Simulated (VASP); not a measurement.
Input of a VASP 6.6.1 run:

File POSCAR:

```
Si
1.0
   -1.5531540000      1.5531540000      1.5531540000
    1.5531540000     -1.5531540000      1.5531540000
    1.5531540000      1.5531540000     -1.5531540000
Si
1
Direct
    0.0000000000      0.0000000000      0.0000000000
```

File INCAR.step1:

```
PREC = Accurate
ENCUT = 550
ISMEAR = -1
SIGMA = 0.01
LREAL = F
LASPH = T
NELM = 120
NBANDS = 8
GGA = PE
ALGO = Normal
EDIFF = 1E-5
LWAVE = T
LCHARG = F
GGA_COMPAT = F
```

INCAR.step2

```
PREC = Accurate
ENCUT = 550
EDIFF = 1E-6
ISMEAR = -1
SIGMA = 0.01
LREAL = F
LASPH = T
NELM = 120
ALGO = Normal
ISIF = 2
LWAVE = F
LCHARG = F
METAGGA = R2SCAN
LMIXTAU = T
NBANDS = 8
ISTART = 1
GGA_COMPAT = F
```

KPOINTS

```
regular mesh
0
Gamma
  8 8 8
```

Potentials or basis: VASP PAW PBE potentials, release 64 (Si).

Run with:

```bash
$ cat potpaw_PBE.64/Si/POTCAR > POTCAR
$ cp INCAR.step1 INCAR
$ mpirun -np 1 vasp_std > vasp.out
$ cp INCAR.step2 INCAR
$ mpirun -np 1 vasp_std > vasp.out
```

Q: What does it give for the band gap on the k mesh?

A: Zero (band 2 reaches 21.52 eV, above the bottom of band 3 at 5.61 eV).

Q: What does it give for the pressure?

A: -5.4 GPa.

Caveat: the PAW data sets were made with another functional, which shifts forces and pressure a little.
